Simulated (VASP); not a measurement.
A run of VASP 6.6.1 is set up as follows.

INCAR

```
PREC = Accurate
ENCUT = 520
EDIFF = 1E-7
ISMEAR = -1
SIGMA = 0.05
LREAL = F
LASPH = T
NELM = 150
ALGO = Normal
ISIF = 2
LWAVE = F
LCHARG = F
MAGMOM = 0 0 0 0 0 0 0 0 0
LORBIT = 11
LSORBIT = T
GGA_COMPAT = F
LORBMOM = T
LMAXMIX = 4
GGA = PE
NBANDS = 31
```

File KPOINTS:

```
Automatic mesh
0
Gamma
  7 7 6
```

File POSCAR:

```
ZrB2
1.0
    3.1700000000      0.0000000000      0.0000000000
   -1.5850000000      2.7453005300      0.0000000000
    0.0000000000      0.0000000000      3.5330000000
Zr B
1 2
Direct
    0.0000000000      0.0000000000      0.0000000000
    0.6666666667      0.3333333333      0.5000000000
    0.3333333333      0.6666666667      0.5000000000
```

Potentials or basis: VASP PAW PBE potentials, release 64 (Zr_sv, B).

Command:

```console
$ cat potpaw_PBE.64/Zr_sv/POTCAR potpaw_PBE.64/B/POTCAR > POTCAR
$ mpirun -np 1 vasp_ncl > vasp.out
```

Problem. What does it give for the pressure?

Solution. 0.9 GPa.

Problem. What does it give for the net moment?

Solution. 0.00 μB per cell.

Moments on the atoms (μB; x, y, z):
```
Zr  0.00 0.00 0.00
B   0.00 0.00 0.00
B   0.00 0.00 0.00
```
